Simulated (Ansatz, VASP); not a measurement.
## Two plane-wave programs on BAs

```xyz
2
Lattice="0.0000 2.3885 2.3885 2.3885 0.0000 2.3885 2.3885 2.3885 0.0000" Properties=species:S:1:pos:R:3 pbc="T T T"
As    3.5827    3.5827    3.5827
B     0.0000    0.0000    0.0000
```

Alike in both runs: task band structure; functional LDA; k mesh 7 × 7 × 7; occupations fermi-dirac, width 0.05 eV; spin-orbit coupling, no magnetisation.

|  | VASP | Ansatz |
| --- | --- | --- |
| version | VASP 6.6.1 | Ansatz 0.2.0 |
| potentials or method | VASP PAW LDA potentials, release 64 (As, B) | Ansatz PAW |
| plane-wave cutoff (eV) | 520 | 420 |
| valence electrons in the cell | 8 | 18 |

|  | VASP | Ansatz | Ansatz less VASP |
| --- | --- | --- | --- |
| pressure (GPa) | -3.1 | -3.9 | -0.85 |

LDA's correlation is that of Perdew and Zunger in VASP and of Perdew and Wang (1992) in Ansatz. VASP's potentials hold 8 valence electrons a cell and Ansatz's 18, so a difference there can come from the potentials and not from the codes.
